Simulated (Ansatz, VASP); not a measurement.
**One calculation of Mg8HO8, two programs**

```
Mg O H
1.0
     0.00000    3.85900    3.85900
     3.85900    0.00000    3.85900
     3.85900    3.85900    0.00000
Mg O H
8 8 1
Cartesian
  0.0096 0.0075 -0.0052
  1.9247 1.9227 -0.0052
  1.9375 -0.0051 1.9261
  3.8685 1.9228 1.9386
  -0.0029 1.9353 1.9262
  1.9247 3.8665 1.9386
  1.9377 1.9356 3.8668
  3.8561 3.8540 3.8665
  1.8939 1.8918 1.9697
  3.8994 3.8974 1.9695
  3.8616 1.9298 3.8610
  5.7529 3.8976 3.8229
  1.9319 3.8596 3.8609
  3.8996 5.7508 3.8229
  3.8614 3.8594 5.7905
  5.7910 5.7888 5.7906
  2.8966 2.8946 0.9667
```

Alike in both runs: functional PBE; dispersion D3(BJ); k mesh 2 × 2 × 2; occupations gaussian, width 0.05 eV; collinear spin.

Ansatz relaxed the structure, and its values are those at the end. VASP's run is a single point on that final structure, the one shown.

|  | VASP | Ansatz |
| --- | --- | --- |
| version | VASP 6.6.1 | Ansatz 0.2.0 |
| potentials or method | VASP PAW PBE potentials, release 64 (Mg, O, H), cutoff 520 eV | scalar-relativistic, plane waves, PAW |
| valence electrons in the cell | 65 | 129 |

Ansatz gave:

| Property | Result |
| --- | --- |
| rms of the force components (eV/Å) | 0.013 |
| net moment per atom (μB) | 0.04 |
| size of the moment on the site where the two differ most (μB) | 0.33 |

Q: Which values does VASP return?

A: rms of the force components (eV/Å): 0.014; net moment per atom (μB): 0.04; size of the moment on the site where the two differ most (μB): 0.25.

Site moments also hang on the region over which each program counts them. VASP's potentials hold 65 valence electrons a cell and Ansatz's 129, so a difference there can come from the potentials and not from the codes.

The k mesh is coarse, so the values compare programs but aren't converged.
